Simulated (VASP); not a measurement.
# GaN (F-43m) in VASP: further runs, part 2 of 2

VASP 6.6.1.

## 3. Vibrations by perturbation theory, LDA

This run uses another cell than the first one, of 11.23 Å³/atom, 1.071 times its volume.

The input, INCAR:

```
PREC     = Accurate       # precision mode
ENCUT    = 520            # plane-wave cutoff, eV
EDIFF    = 1E-8           # SCF threshold, eV
ISMEAR   = 0              # smearing method
SIGMA    = 0.01           # smearing width, eV
LREAL    = False          # projectors in reciprocal space
LASPH    = True           # aspherical terms in the spheres
NELM     = 100            # most SCF steps
ALGO     = Normal         # electronic algorithm
ISIF     = 2              # what is computed and relaxed
LWAVE    = False          # write WAVECAR
LCHARG   = False          # write CHGCAR
IBRION   = 8              # ionic algorithm
NSW      = 1              # ionic steps
LEPSILON = True           # dielectric tensor by DFPT
```

The input, KPOINTS:

```
regular mesh
0
Gamma
  10 10 10
```

The input, POSCAR:

```
GaN
1.0
    0.0000000000      2.2390892917      2.2390892917
    2.2390892917      0.0000000000      2.2390892917
    2.2390892917      2.2390892917      0.0000000000
Ga N
1 1
Direct
    0.0000000000      0.0000000000      0.0000000000
    0.7500000000      0.7500000000      0.7500000000
```

Potentials or basis: VASP PAW LDA potentials, release 64 (Ga_d, N).

Run with:

```bash
cat potpaw_LDA.64/Ga_d/POTCAR potpaw_LDA.64/N/POTCAR > POTCAR
mpirun -np 1 vasp_std > vasp.out
```

OUTCAR:

```text
PREC = Accurate
   ENCUT = 520
   EDIFF = 1E-8
   ISMEAR = 0
   LREAL = False
   LASPH = True
   NELM = 100
   ISIF = 2
   IBRION = 8
   NSW = 1
   LEPSILON = True

 ion  position               nearest neighbor table
   1  0.000  0.000  0.000-   2 1.94   2 1.94   2 1.94   2 1.94
   2  0.750  0.750  0.750-   1 1.94   1 1.94   1 1.94   1 1.94

  LATTYP: Found a face centered cubic cell.
 ALAT       =     4.4781785834

  Lattice vectors:

 A1 = (   0.0000000000,   2.2390892917,   2.2390892917)
 A2 = (   2.2390892917,   0.0000000000,   2.2390892917)
 A3 = (   2.2390892917,   2.2390892917,   0.0000000000)

Analysis of symmetry for initial positions (statically):
=====================================================================
 Subroutine PRICEL returns:
 Original cell was already a primitive cell.

 Routine SETGRP: Setting up the symmetry group for a
 face centered cubic supercell.

 Subroutine GETGRP returns: Found 24 space group operations
 (whereof 24 operations were pure point group operations)
 out of a pool of 48 trial point group operations.

The static configuration has the point symmetry T_d .

Analysis of symmetry for dynamics (positions and initial velocities):
=====================================================================
 Subroutine PRICEL returns:
 Original cell was already a primitive cell.

 Routine SETGRP: Setting up the symmetry group for a
 face centered cubic supercell.

 Subroutine GETGRP returns: Found 24 space group operations
 (whereof 24 operations were pure point group operations)
 out of a pool of 48 trial point group operations.

The dynamic configuration has the point symmetry T_d .

 Subroutine INISYM returns: Found 24 space group operations
 (whereof 24 operations are pure point group operations),
 and found     1 'primitive' translations

----------------------------------------------------------------------------------------

                                     Primitive cell

  volume of cell :      22.4514

  direct lattice vectors                    reciprocal lattice vectors
     0.000000000  2.239089292  2.239089292    -0.223305074  0.223305074  0.223305074
     2.239089292  0.000000000  2.239089292     0.223305074 -0.223305074  0.223305074
     2.239089292  2.239089292  0.000000000     0.223305074  0.223305074 -0.223305074

  length of vectors
     3.166550444  3.166550444  3.166550444     0.386775734  0.386775734  0.386775734

  position of ions in fractional coordinates (direct lattice)
     0.000000000  0.000000000  0.000000000
     0.750000000  0.750000000  0.750000000

  ion indices of the primitive-cell ions
[... 571 lines left out ...]
 -----------------------------------------------------------------------------
    -0.00101  1.01603  0.00000
     1.01603 -0.00101  0.00000
     0.00000  0.00000  0.00122

--------------------------------------- Ionic step        4  -------------------------------------------

------------------------ aborting loop because EDIFF is reached ----------------------------------------

[... ionic steps 5 to 6 ...]

--------------------------------------- Ionic step        7  -------------------------------------------

 Free energy of the ion-electron system (eV)
  ---------------------------------------------------
  ---------------------------------------------------
  free energy    TOTEN  =        -0.22910427 eV

  energy without entropy =       -0.22910427

------------------------ aborting loop because EDIFF is reached ----------------------------------------

 INTERNAL STRAIN TENSOR  FOR ION    2  DIRECTION 1   (eV/Angst):
 -----------------------------------------------------------------------------
     0.00021  0.00000  0.00000
     0.00000 -0.00376  8.51105
     0.00000  8.51105 -0.00376

 MACROSCOPIC STATIC DIELECTRIC TENSOR (including local field effects in DFT)
 ------------------------------------------------------
           5.853267    -0.000000     0.000000
           0.000000     5.853267     0.000000
           0.000000    -0.000000     5.853267
 ------------------------------------------------------

 PIEZOELECTRIC TENSOR (including local field effects)  for field in x, y, z        (e  Angst)
          XX          YY          ZZ          XY          YZ          ZX
  --------------------------------------------------------------------------------
  x    -0.00000    -0.00000    -0.00000     0.00000     1.42518     0.00000
  y     0.00000    -0.00000     0.00000     0.00000     0.00000     1.42518
  z    -0.00000    -0.00000    -0.00000     1.42518     0.00000     0.00000

 PIEZOELECTRIC TENSOR (including local field effects)  for field in x, y, z        (C/m^2)
          XX          YY          ZZ          XY          YZ          ZX
  --------------------------------------------------------------------------------
  x    -0.00000    -0.00000    -0.00000     0.00000     1.01703     0.00000
  y     0.00000    -0.00000     0.00000     0.00000     0.00000     1.01703
  z    -0.00000    -0.00000    -0.00000     1.01703     0.00000     0.00000

 BORN EFFECTIVE CHARGES (including local field effects) (in |e|, cummulative output)
 ---------------------------------------------------------------------------------
 ion    1
    1     2.63389     0.00000     0.00000
    2     0.00000     2.63389     0.00000
    3     0.00000    -0.00000     2.63389
 ion    2
    1    -2.63389     0.00000     0.00000
    2    -0.00000    -2.63389    -0.00000
    3    -0.00000     0.00000    -2.63389

 INTERNAL STRAIN TENSOR FOR ION    2 for displacements in x,y,z  (eV/Angst):
          X           Y           Z          XY          YZ          ZX
  --------------------------------------------------------------------------------
  x     0.00000     0.00000     0.00000     0.00000     8.51105     0.00000
  y     0.00000     0.00000     0.00000     0.00000     0.00000     8.51105
  z     0.00000     0.00000     0.00000     8.51105     0.00000     0.00000

 SECOND DERIVATIVES (NOT SYMMETRIZED)
 ------------------------------------
               1X          1Y          1Z          2X          2Y          2Z
  1X   -12.776108    0.000000    0.000000   12.776108    0.000000    0.000000
  1Y     0.000000  -12.776108    0.000000    0.000000   12.776108    0.000000
  1Z     0.000000    0.000000  -12.776108    0.000000    0.000000   12.776108
  2X    12.729574    0.000000    0.000000  -12.729574    0.000000    0.000000
  2Y     0.000000   12.729574    0.000000    0.000000  -12.729574    0.000000
  2Z     0.000000    0.000000   12.729574    0.000000    0.000000  -12.729574

 Eigenvectors and eigenvalues of the dynamical matrix
 ----------------------------------------------------

   1 f  =   16.339843 THz   102.666264 2PiTHz  545.038509 cm-1    67.576132 meV
             X         Y         Z           dx          dy          dz
      0.000000  0.000000  0.000000     0.000000    0.409557    0.000000
      3.358634  3.358634  3.358634     0.000000   -0.912284    0.000000
[... 21 lines left out ...]
   6 f/i=    0.011139 THz     0.069986 2PiTHz    0.371542 cm-1     0.046065 meV
             X         Y         Z           dx          dy          dz
      0.000000  0.000000  0.000000     0.000000    0.000000    0.912284
      3.358634  3.358634  3.358634     0.000000    0.000000    0.409557

--------------------------------------------------------------------------------------------------------

 MACROSCOPIC STATIC DIELECTRIC TENSOR IONIC CONTRIBUTION
 ------------------------------------------------------
           4.384386     0.000000     0.000000
           0.000000     4.384386    -0.000000
           0.000000    -0.000000     4.384386
 ------------------------------------------------------

 ELASTIC MODULI CONTR FROM IONIC RELAXATION (kBar)
 Direction    XX          YY          ZZ          XY          YZ          ZX
 --------------------------------------------------------------------------------
 XX          -0.0000      0.0000      0.0000      0.0000      0.0000      0.0000
 YY           0.0000     -0.0000     -0.0000      0.0000      0.0000     -0.0000
 ZZ           0.0000     -0.0000     -0.0000      0.0000      0.0000     -0.0000
 XY           0.0000      0.0000      0.0000   -376.0837      0.0000      0.0000
 YZ           0.0000      0.0000      0.0000      0.0000   -376.0837      0.0000
 ZX           0.0000     -0.0000     -0.0000      0.0000      0.0000   -376.0837
 --------------------------------------------------------------------------------

 PIEZOELECTRIC TENSOR IONIC CONTR  for field in x, y, z        (C/m^2)
          XX          YY          ZZ          XY          YZ          ZX
  --------------------------------------------------------------------------------
  x     0.00000     0.00000     0.00000     0.00000    -1.20828     0.00000
  y     0.00000    -0.00000    -0.00000     0.00000    -0.00000    -1.20828
  z     0.00000     0.00000     0.00000    -1.20828    -0.00000     0.00000
```

Wall time 2.7 min (1 thread of Intel Xeon Platinum 8488C (Sapphire Rapids), shared host); peak memory 0.23 GiB.

Results:

```
Electronic dielectric tensor (diagonal)                 : 5.85
Born charges (mean of the diagonal)                     : Ga +2.63; N -2.63 e
Highest phonon frequency at Γ, LO-TO splitting left out : 545 cm⁻¹
```

Phonon frequencies in cm⁻¹ (negative: imaginary):
| q point | frequencies |
| --- | --- |
| (0.000, 0.000, 0.000) | 0 0 0 545 545 545 |

Electronic dielectric tensor:
```
5.85 0.00 0.00
0.00 5.85 0.00
0.00 0.00 5.85
```

Born effective charge tensors (e):
atom 1, Ga
```
2.63 0.00 0.00
0.00 2.63 0.00
0.00 0.00 2.63
```
atom 2, N
```
-2.63  0.00  0.00
 0.00 -2.63  0.00
 0.00  0.00 -2.63
```

Caveat: the cell wasn't relaxed at this level first, which shifts response properties.

## 4. Vibrations by perturbation theory, LDA

This run uses another cell than the first one, of 9.32 Å³/atom, 0.889 times its volume.

The input, INCAR:

```
PREC = Accurate ; ENCUT = 520
EDIFF = 1E-8 ; ISMEAR = 0
SIGMA = 0.01 ; LREAL = False
LASPH = True ; NELM = 100
ALGO = Normal ; ISIF = 2
LWAVE = False ; LCHARG = False
GGA = CA ; NBANDS = 16
IBRION = 8 ; NSW = 1
LEPSILON = True
```

The input, KPOINTS:

```
Automatic mesh
0
Gamma
  10 10 10
```

The input, POSCAR:

```
GaN
1.0
    0.0000000000      2.1042943824      2.1042943824
    2.1042943824      0.0000000000      2.1042943824
    2.1042943824      2.1042943824      0.0000000000
Ga N
1 1
Direct
    0.0000000000      0.0000000000      0.0000000000
    0.7500000000      0.7500000000      0.7500000000
```

Potentials or basis: VASP PAW LDA potentials, release 64 (Ga_d, N).

Run with:

```bash
cat potpaw_LDA.64/Ga_d/POTCAR potpaw_LDA.64/N/POTCAR > POTCAR
mpirun -np 1 vasp_std > vasp.out
```

OUTCAR:

```text
PREC = Accurate
   ENCUT = 520
   EDIFF = 1E-8
   ISMEAR = 0
   LREAL = False
   LASPH = True
   NELM = 100
   ISIF = 2
   GGA = CA
   IBRION = 8
   NSW = 1
   LEPSILON = True

 ion  position               nearest neighbor table
   1  0.000  0.000  0.000-   2 1.82   2 1.82   2 1.82   2 1.82
   2  0.750  0.750  0.750-   1 1.82   1 1.82   1 1.82   1 1.82

  LATTYP: Found a face centered cubic cell.
 ALAT       =     4.2085887648

[... 784 lines left out ...]
      3.156442  3.156442  3.156442     0.000000   -0.912475    0.000000
[... 21 lines left out ...]
   6 f/i=    0.004601 THz     0.028908 2PiTHz    0.153470 cm-1     0.019028 meV
             X         Y         Z           dx          dy          dz
      0.000000  0.000000  0.000000     0.000000    0.000000    0.912475
      3.156442  3.156442  3.156442     0.000000    0.000000    0.409132

--------------------------------------------------------------------------------------------------------

 MACROSCOPIC STATIC DIELECTRIC TENSOR IONIC CONTRIBUTION
 ------------------------------------------------------
           2.883570    -0.000000    -0.000000
          -0.000000     2.883570     0.000000
          -0.000000     0.000000     2.883570
 ------------------------------------------------------

 ELASTIC MODULI CONTR FROM IONIC RELAXATION (kBar)
 Direction    XX          YY          ZZ          XY          YZ          ZX
 --------------------------------------------------------------------------------
 XX          -0.0000     -0.0000     -0.0000      0.0000      0.0000     -0.0000
 YY          -0.0000     -0.0000     -0.0000      0.0000      0.0000     -0.0000
 ZZ          -0.0000     -0.0000     -0.0000     -0.0000      0.0000     -0.0000
 XY           0.0000      0.0000     -0.0000  -1808.8137      0.0000     -0.0000
 YZ           0.0000      0.0000      0.0000      0.0000  -1808.8137      0.0000
 ZX          -0.0000     -0.0000     -0.0000     -0.0000      0.0000  -1808.8137
 --------------------------------------------------------------------------------

 PIEZOELECTRIC TENSOR IONIC CONTR  for field in x, y, z        (C/m^2)
          XX          YY          ZZ          XY          YZ          ZX
  --------------------------------------------------------------------------------
  x     0.00000     0.00000     0.00000     0.00000    -2.14899     0.00000
  y    -0.00000    -0.00000    -0.00000    -0.00000     0.00000    -2.14899
  z     0.00000     0.00000    -0.00000    -2.14899     0.00000    -0.00000
```

stdout:

```text
POSCAR found type information on POSCAR GaN
 POSCAR found :  2 types and       2 ions
 scaLAPACK will be used
 LDA part: xc-table for (Slater(with rela. corr.)+CA(PZ))
 , standard interpolation
 POSCAR, INCAR and KPOINTS ok, starting setup
[... 103 lines left out ...]
 onal to |phi(0)> (-1.059173515012279E-004,5.939693181744587E-015)
 LRF_COMMUTATOR internal error: the vector H(1)-e(1) S(1) |phi(0)> is not orthog
 onal to |phi(0)> (1.745350461984096E-004,5.828670879282072E-016)
 LRF_COMMUTATOR internal error: the vector H(1)-e(1) S(1) |phi(0)> is not orthog
 onal to |phi(0)> (-1.089143766259681E-004,-2.045585922871851E-014)
 LRF_COMMUTATOR internal error: the vector H(1)-e(1) S(1) |phi(0)> is not orthog
 onal to |phi(0)> (-1.073914346505500E-004,4.232725281383409E-016)
 LRF_COMMUTATOR internal error: the vector H(1)-e(1) S(1) |phi(0)> is not orthog
 onal to |phi(0)> (1.087324881082936E-004,-1.660477311205000E-014)
 LRF_COMMU
```

Run time: 4.1 min. Hardware: 1 thread of Intel Xeon Platinum 8488C (Sapphire Rapids), shared host; peak memory 0.25 GiB.

What came out:

* Electronic dielectric tensor (diagonal): 5.07
* Born charges (mean of the diagonal): Ga +2.54; N -2.54 e
* Highest phonon frequency at Γ, LO-TO splitting left out: 712 cm⁻¹

Phonon frequencies in cm⁻¹ (negative: imaginary):
```csv
q point,frequencies
"(0.000, 0.000, 0.000)",0 0 0 712 712 712
```

Electronic dielectric tensor:
```
5.07 0.00 0.00
0.00 5.07 0.00
0.00 0.00 5.07
```

Born effective charge tensors (e):
atom 1, Ga
```
2.54 0.00 0.00
0.00 2.54 0.00
0.00 0.00 2.54
```
atom 2, N
```
-2.54  0.00  0.00
 0.00 -2.54  0.00
 0.00  0.00 -2.54
```

Caveat: the cell wasn't relaxed at this level first, which shifts response properties.

## 5. Vibrations by perturbation theory, LDA

This run uses another cell than the first one, of 10.18 Å³/atom, 0.971 times its volume.

The input, INCAR:

```
SYSTEM = GaN
PREC = Accurate
ENCUT = 520
EDIFF = 1E-8
ISMEAR = 0
SIGMA = 0.01
LREAL = .False.
LASPH = .True.
NELM = 60
ALGO = Normal
ISIF = 2
LWAVE = .False.
LCHARG = .False.
GGA = CA
NBANDS = 16
IBRION = 8
NSW = 1
LEPSILON = .True.
```

The input, KPOINTS:

```
Automatic mesh
0
Gamma
  12 12 12
  0 0 0
```

The input, POSCAR:

```
GaN
1.0
    0.0000000000      2.1671959118      2.1671959118
    2.1671959118      0.0000000000      2.1671959118
    2.1671959118      2.1671959118      0.0000000000
Ga N
1 1
Direct
    0.0000000000      0.0000000000      0.0000000000
    0.7500000000      0.7500000000      0.7500000000
```

Potentials or basis: VASP PAW LDA potentials, release 64 (Ga_d, N).

Run with:

```bash
cat potpaw_LDA.64/Ga_d/POTCAR potpaw_LDA.64/N/POTCAR > POTCAR
mpirun -np 1 vasp_std > vasp.out
```

OUTCAR:

```text
SYSTEM = GaN
   PREC = Accurate
   ENCUT = 520
   EDIFF = 1E-8
   ISMEAR = 0
   LREAL = .False.
   LASPH = .True.
   NELM = 60
   ISIF = 2
   GGA = CA
   IBRION = 8
   NSW = 1
   LEPSILON = .True.

 ion  position               nearest neighbor table
   1  0.000  0.000  0.000-   2 1.88   2 1.88   2 1.88   2 1.88
   2  0.750  0.750  0.750-   1 1.88   1 1.88   1 1.88   1 1.88

  LATTYP: Found a face centered cubic cell.
 ALAT       =     4.3343918236

  Lattice vectors:

 A1 = (   0.0000000000,   2.1671959118,   2.1671959118)
 A2 = (   2.1671959118,   0.0000000000,   2.1671959118)
 A3 = (   2.1671959118,   2.1671959118,   0.0000000000)

Analysis of symmetry for initial positions (statically):
[... 758 lines left out ...]
  z     0.00000     0.00000     0.00000    14.78930     0.00000     0.00000

 SECOND DERIVATIVES (NOT SYMMETRIZED)
 ------------------------------------
               1X          1Y          1Z          2X          2Y          2Z
  1X   -16.930276    0.000000    0.000000   16.930276    0.000000    0.000000
  1Y     0.000000  -16.930276    0.000000    0.000000   16.930276    0.000000
  1Z     0.000000    0.000000  -16.930276    0.000000    0.000000   16.930276
  2X    16.967155    0.000000    0.000000  -16.967155    0.000000    0.000000
  2Y     0.000000   16.967155    0.000000    0.000000  -16.967155    0.000000
  2Z     0.000000    0.000000   16.967155    0.000000    0.000000  -16.967155

 Eigenvectors and eigenvalues of the dynamical matrix
 ----------------------------------------------------

   1 f  =   18.855314 THz   118.471430 2PiTHz  628.945565 cm-1    77.979277 meV
             X         Y         Z           dx          dy          dz
      0.000000  0.000000  0.000000    -0.377232   -0.156913   -0.000000
      3.250794  3.250794  3.250794     0.842731    0.350541    0.000000
[... 21 lines left out ...]
   6 f/i=    0.007650 THz     0.048065 2PiTHz    0.255170 cm-1     0.031637 meV
             X         Y         Z           dx          dy          dz
      0.000000  0.000000  0.000000     0.907938    0.086632    0.034890
      3.250794  3.250794  3.250794     0.406420    0.038779    0.015618

--------------------------------------------------------------------------------------------------------

 MACROSCOPIC STATIC DIELECTRIC TENSOR IONIC CONTRIBUTION
 ------------------------------------------------------
           3.501854    -0.000000     0.000000
          -0.000000     3.501854    -0.000000
           0.000000    -0.000000     3.501854
 ------------------------------------------------------

 ELASTIC MODULI CONTR FROM IONIC RELAXATION (kBar)
 Direction    XX          YY          ZZ          XY          YZ          ZX
 --------------------------------------------------------------------------------
 XX          -0.0000     -0.0000      0.0000      0.0000     -0.0000      0.0000
 YY          -0.0000     -0.0000     -0.0000      0.0000      0.0000      0.0000
 ZZ           0.0000     -0.0000     -0.0000     -0.0000      0.0000      0.0000
 XY           0.0000      0.0000     -0.0000   -968.4185      0.0000      0.0000
 YZ          -0.0000      0.0000      0.0000      0.0000   -968.4185      0.0000
 ZX           0.0000      0.0000      0.0000      0.0000      0.0000   -968.4185
 --------------------------------------------------------------------------------

 PIEZOELECTRIC TENSOR IONIC CONTR  for field in x, y, z        (C/m^2)
          XX          YY          ZZ          XY          YZ          ZX
  --------------------------------------------------------------------------------
  x    -0.00000     0.00000     0.00000    -0.00000    -1.73282    -0.00000
  y     0.00000     0.00000     0.00000     0.00000     0.00000    -1.73282
  z     0.00000     0.00000    -0.00000    -1.73282    -0.00000     0.00000
```

It took 6.1 min on 1 thread of Intel Xeon 6975P-C, shared host; peak memory 0.33 GiB.

What came out:

- Electronic dielectric tensor (diagonal): 5.34
- Born charges (mean of the diagonal): Ga +2.58; N -2.58 e
- Highest phonon frequency at Γ, LO-TO splitting left out: 629 cm⁻¹

Phonon frequencies in cm⁻¹ (negative: imaginary):
```tsv
q point	frequencies
(0.000, 0.000, 0.000)	0 0 0 629 629 629
```

Electronic dielectric tensor:
```
5.34 0.00 0.00
0.00 5.34 0.00
0.00 0.00 5.34
```

Born effective charge tensors (e):
atom 1, Ga
```
2.58 0.00 0.00
0.00 2.58 0.00
0.00 0.00 2.58
```
atom 2, N
```
-2.58  0.00  0.00
 0.00 -2.58  0.00
 0.00  0.00 -2.58
```

Caveat: the cell wasn't relaxed at this level first, which shifts response properties.
